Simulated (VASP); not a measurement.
Write the native input for VASP 6.6.1 that does the following.

```
Task                   : single point
Functional             : r2SCAN
Potentials or basis    : VASP PAW PBE potentials, release 64 (W_sv, S)
Cutoff                 : 520 eV
k mesh                 : 10 × 10 × 10
Occupations            : fermi-dirac, width 0.05 eV
Spin                   : no spin polarisation
Dipole correction      : no
Further INCAR settings : ALGO = Normal; EDIFF = 1e-06; NBANDS = 20
```

The system is WS2.

```
W S
1.0
     1.60997    0.92952    6.28421
    -1.60997    0.92952    6.28421
     0.00000   -1.85903    6.28421
W S
1 2
Direct
  0.00000 0.00000 0.00000
  0.58100 0.58100 0.58100
  0.75030 0.75030 0.75030
```

These files were run (other wordings do the same):

POSCAR

```
WS2
1.0
    1.6099686466      0.9295158316      6.2842136955
   -1.6099686466      0.9295158316      6.2842136955
    0.0000000000     -1.8590316630      6.2842136955
W S
1 2
Direct
    0.0000000000      0.0000000000      0.0000000000
    0.5810000000      0.5810000000      0.5810000000
    0.7503000000      0.7503000000      0.7503000000
```

INCAR.step1

```
PREC = Accurate
ENCUT = 520
ISMEAR = -1
SIGMA = 0.05
LREAL = F
LASPH = T
NELM = 100
NBANDS = 20
GGA = PE
ALGO = Normal
EDIFF = 1E-4
LWAVE = T
LCHARG = F
```

INCAR.step2

```
PREC = Accurate
ENCUT = 520
EDIFF = 1E-6
ISMEAR = -1
SIGMA = 0.05
LREAL = F
LASPH = T
NELM = 100
ALGO = Normal
ISIF = 2
LWAVE = F
LCHARG = T
METAGGA = R2SCAN
LMIXTAU = T
LELF = T
LVHAR = T
NBANDS = 20
ISTART = 1
```

KPOINTS

```
regular mesh
0
Gamma
  10 10 10
```

Potentials or basis: VASP PAW PBE potentials, release 64 (W_sv, S).

Command:

```sh
$ cat potpaw_PBE.64/W_sv/POTCAR potpaw_PBE.64/S/POTCAR > POTCAR
$ cp INCAR.step1 INCAR
$ mpirun -np 1 vasp_std > vasp.out
$ cp INCAR.step2 INCAR
$ mpirun -np 1 vasp_std > vasp.out
```

Results of the run:

```
Pressure               : -6.4 GPa
Largest force          : 1.265 eV/Å
Band gap on the k mesh : 1.23 eV (least direct gap 2.19 eV)
```

Caveat: the cell stands under tension; the PAW data sets were made with another functional, which shifts forces and pressure a little; spin-orbit coupling is left out, which moves the levels of the heavy elements.

Run time: 24 min on 1 thread of Intel Xeon 8259CL, with other jobs on the host, peak memory 0.47 GiB.
